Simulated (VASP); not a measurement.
Al2Ni: single point with PBE

The system is Al2Ni.

```xyz
3
Lattice="2.8260 0.0000 0.0000 -1.4130 2.4474 0.0000 0.0000 0.0000 6.0310" Properties=species:S:1:pos:R:3 pbc="T T T"
Al    0.0000    1.6316    1.1447
Al    1.4130    0.8158    4.8864
Ni    0.0000    0.0000    3.0155
```

| Quantity | Value |
| --- | --- |
| Program | VASP 6.6.1 |
| Task | single point |
| Functional | PBE |
| Potentials or basis | VASP PAW PBE potentials, release 64 (Al, Ni) |
| Cutoff | 520 eV |
| k mesh | 6 × 6 × 4 |
| Occupations | gaussian, width 0.1 eV |
| Spin | collinear spin, ferromagnetic start |
| Starting moments | [0.0, 0.0, 2.0] μB |
| Dipole correction | no |
| Further INCAR settings | ALGO = Fast; EDIFF = 1e-06; NBANDS = 19 |

| Quantity | Value |
| --- | --- |
| Pressure | -0.1 GPa |
| Largest force | 0.013 eV/Å |
| Band gap on the k mesh | zero (filled and empty bands overlap) |
| Net moment | 0.00 μB per cell |
| Valence electrons inside the program's atomic spheres | Al 0.80; Ni 9.33 |

Forces on the atoms (eV/Å):
```
Al   0.000  0.000  0.013
Al   0.000  0.000 -0.013
Ni   0.000  0.000  0.000
```

Stress tensor (GPa, compression positive):
```
-0.24  0.00  0.00
 0.00 -0.24  0.00
 0.00  0.00  0.10
```

Levels at points of the mesh, in eV from the Fermi level:
Spin up:
```csv
k point,band 4,band 5,band 6,band 7,band 8,band 9,band 10,band 11,band 12,band 13
"(0.00, 0.00, 0.00)",-2.37,-1.71,-1.71,-1.39,-1.39,4.71,7.04,11.67,11.67,11.97
"(0.50, 0.00, 0.00)",-2.79,-1.70,-1.57,-1.12,-0.60,-0.40,1.77,2.15,6.38,8.26
"(0.00, 0.00, 0.50)",-2.29,-1.71,-1.71,-1.39,-1.39,0.85,11.71,11.95,11.95,12.41
"(0.50, 0.00, 0.50)",-3.06,-2.56,-1.96,-1.71,-0.60,0.41,3.53,4.76,5.56,6.78
```
Spin down:
```tsv
k point	band 6	band 7	band 8	band 9	band 10	band 11
(0.00, 0.00, 0.00)	-1.71	-1.39	-1.39	4.71	7.04	11.67
(0.50, 0.00, 0.00)	-1.56	-1.12	-0.60	-0.40	1.77	2.15
(0.00, 0.00, 0.50)	-1.70	-1.39	-1.39	0.85	11.71	11.95
(0.50, 0.00, 0.50)	-1.96	-1.71	-0.60	0.41	3.53	4.76
```

Run time: 52 s on 1 thread of Intel(R) Xeon(R) Platinum 8259CL CPU @ 2.50GHz (Skylake/Cascade Lake), on a shared host, peak memory 0.2 GiB.

Caveat: the k points lie up to 0.43 Å⁻¹ apart; the starting moments collapsed, and a magnetic state may lie lower.
